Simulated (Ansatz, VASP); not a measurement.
# Two plane-wave programs on Ca2Zr2N

```xyz
5
Lattice="5.9709 0.0000 0.0000 -2.9855 5.1710 0.0000 0.0000 0.0000 6.6303" Properties=species:S:1:pos:R:3 pbc="T T T"
Ca    0.0000    3.4473    0.0000
Ca    2.9855    1.7237    0.0000
Zr    0.0000    0.0000    5.2138
Zr    0.0000    0.0000    1.4164
N     0.0000    0.0000    3.3151
```

Alike in both runs: functional PBE; k mesh 6 × 6 × 4; occupations gaussian, width 0.1 eV; no spin polarisation.

Ansatz relaxed the structure, and its values are those at the end. VASP's run is a single point on that final structure, the one shown.

|  | VASP | Ansatz |
| --- | --- | --- |
| version | VASP 6.6.1 | Ansatz 0.2.0 |
| potentials or method | VASP PAW PBE potentials, release 64 (Ca_sv, Zr_sv, N), cutoff 520 eV | scalar-relativistic, plane waves, PAW |
| valence electrons in the cell | 49 | 49 |

|  | VASP | Ansatz | Ansatz less VASP |
| --- | --- | --- | --- |
| gap on the k mesh at the Fermi level (eV) | none | none | - |
| pressure (GPa) | 0.1 | 0.1 | -0.06 |
| rms of the force components (eV/Å) | 0.022 | 0.001 | -0.0209 |

A gap of «none» marks a metal or a gap that the smearing closes.
